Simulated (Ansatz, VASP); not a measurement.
## SnO2: VASP beside Ansatz

Contents of POSCAR:

```
SnO2
1.0
    4.7880040000      0.0000000000      0.0000000000
    0.0000000000      4.8665820000      0.0000000000
    0.0000000000      0.0000000000      3.2408980000
Sn O
2 4
Direct
    0.5000000000      0.5000000000      0.5000000000
    0.0000000000      0.0000000000      0.0000000000
    0.3099423993      0.3388373521      0.0267217729
    0.7918550000      0.1789580000      0.5000000000
    0.2081450000      0.8210420000      0.5000000000
    0.7081450000      0.6789580000      0.0000000000
```

Contents of INCAR.step1:

```
SYSTEM = SnO2
  PREC = Accurate
  ENCUT = 520
  ISMEAR = 0
  SIGMA = 0.05
  LREAL = .False.
  LASPH = .True.
  NELM = 60
  NBANDS = 35
  GGA = PE
  ALGO = Normal
  EDIFF = 1E-4
  LWAVE = .True.
  LCHARG = .False.
```

Contents of INCAR.step2:

```
SYSTEM = SnO2
  PREC = Accurate
  ENCUT = 520
  EDIFF = 1E-6
  ISMEAR = 0
  SIGMA = 0.05
  LREAL = .False.
  LASPH = .True.
  NELM = 60
  ALGO = Normal
  ISIF = 2
  LWAVE = .False.
  LCHARG = .True.
  METAGGA = R2SCAN
  LMIXTAU = .True.
  LELF = .True.
  LVHAR = .True.
  NBANDS = 35
  ISTART = 1
```

Contents of KPOINTS:

```
regular mesh
0
Gamma
  6 6 8
  0 0 0
```

Input for Ansatz:

```yaml
crystal:
  lattice:
    - [4.788004, 0.0, 0.0]
    - [0.0, 4.866582, 0.0]
    - [0.0, 0.0, 3.240898]
  atoms:
    - { symbol: Sn, position: [0.5, 0.5, 0.5] }
    - { symbol: Sn, position: [0.0, 0.0, 0.0] }
    - { symbol: O, position: [0.3099423993, 0.3388373521, 0.0267217729] }
    - { symbol: O, position: [0.791855, 0.178958, 0.5] }
    - { symbol: O, position: [0.208145, 0.821042, 0.5] }
    - { symbol: O, position: [0.708145, 0.678958, 0.0] }
basis:
  ecutwfc: 500
kpoints:
  mp_grid: { grid: [6, 6, 8] }
hamiltonian:
  xc: r2scan
scf:
  occupations: { method: gaussian, width: 0.05 }
output:
  forces: true
  stress: true
  eigenvalues: true
```

Alike in both runs: task single point; functional r2SCAN; k mesh 6 × 6 × 8; occupations gaussian, width 0.05 eV; no spin polarisation.

|  | VASP | Ansatz |
| --- | --- | --- |
| version | VASP 6.6.1 | Ansatz 0.2.0 |
| potentials or method | VASP PAW PBE potentials, release 64 (Sn_d, O), cutoff 520 eV | scalar-relativistic, plane waves, PAW |
| valence electrons in the cell | 52 | 52 |

```tsv
	VASP	Ansatz	Ansatz less VASP
gap on the k mesh at the Fermi level (eV)	1.47	1.46	-0.016
least direct gap on the mesh (eV)	1.47	1.46	-0.016
pressure (GPa)	-4.9	-5.9	-0.96
traceless stress, the component that is largest in VASP (GPa)	1.73	1.63	-0.103
rms of the force components (eV/Å)	0.865	0.836	-0.0289
```

VASP's potentials were made for PBE, not for r2SCAN. Atom by atom the forces differ by 0.034 eV/Å (rms over components).
